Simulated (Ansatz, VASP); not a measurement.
**Ge: VASP beside Ansatz**

Contents of POSCAR:

```
Ge
1.0
    0.0000000000      2.8360149687      2.8360149687
    2.8360149687      0.0000000000      2.8360149687
    2.8360149687      2.8360149687      0.0000000000
Ge
2
Direct
    0.5000000000      0.5000000000      0.5000000000
    0.7500000000      0.7500000000      0.7500000000
```

INCAR.step1

```
  PREC = Accurate
  ENCUT = 520
  ISMEAR = -1
  SIGMA = 0.6
  LREAL = False
  LASPH = True
  NELM = 100
  NBANDS = 21
  GGA = PE
  ALGO = Normal
  EDIFF = 1E-4
  LWAVE = True
  LCHARG = False
```

File INCAR.step2:

```
  PREC = Accurate
  ENCUT = 520
  EDIFF = 1E-6
  ISMEAR = -1
  SIGMA = 0.6
  LREAL = False
  LASPH = True
  NELM = 100
  ALGO = Normal
  ISIF = 2
  LWAVE = False
  LCHARG = False
  METAGGA = R2SCAN
  LMIXTAU = True
  NBANDS = 21
  ISTART = 1
```

The input KPOINTS:

```
Automatic mesh
0
Gamma
  10 10 10
```

Input for Ansatz:

```yaml
crystal:
  lattice:
    - [0.0, 2.8360149687, 2.8360149687]
    - [2.8360149687, 0.0, 2.8360149687]
    - [2.8360149687, 2.8360149687, 0.0]
  atoms:
    - { symbol: Ge, position: [0.5, 0.5, 0.5] }
    - { symbol: Ge, position: [0.75, 0.75, 0.75] }
hamiltonian:
  xc: r2scan
  pseudopotentials:
    kind: paw
    azcp:
      Ge: "pseudopotentials/Ge.paw.azcp"
basis:
  ecutwfc: 500
  fft_grid_basis: typed
kpoints:
  mp_grid: { grid: [10, 10, 10], shift: [0, 0, 0] }
magnetization:
  spin_polarized: false
scf:
  occupations: { method: fermi_dirac, width: 0.6 }
  lower_state_search: "off"
output:
  stress: true
```

Alike in both runs: task single point; functional r2SCAN; k mesh 10 × 10 × 10; occupations fermi-dirac, width 0.6 eV; no spin polarisation.

```csv
,VASP,Ansatz
version,VASP 6.6.1,Ansatz 0.2.0
potentials or method,"VASP PAW PBE potentials, release 64 (Ge_d), cutoff 520 eV","plane waves (500 eV) with PAW, scalar-relativistic"
valence electrons in the cell,28,28
```

```csv
,VASP,Ansatz,Ansatz less VASP
pressure (GPa),1.5,1.4,-0.08
```

VASP's potentials were made for PBE, not for r2SCAN. The functional is the same, so the differences come from potentials, cutoffs and numerics.
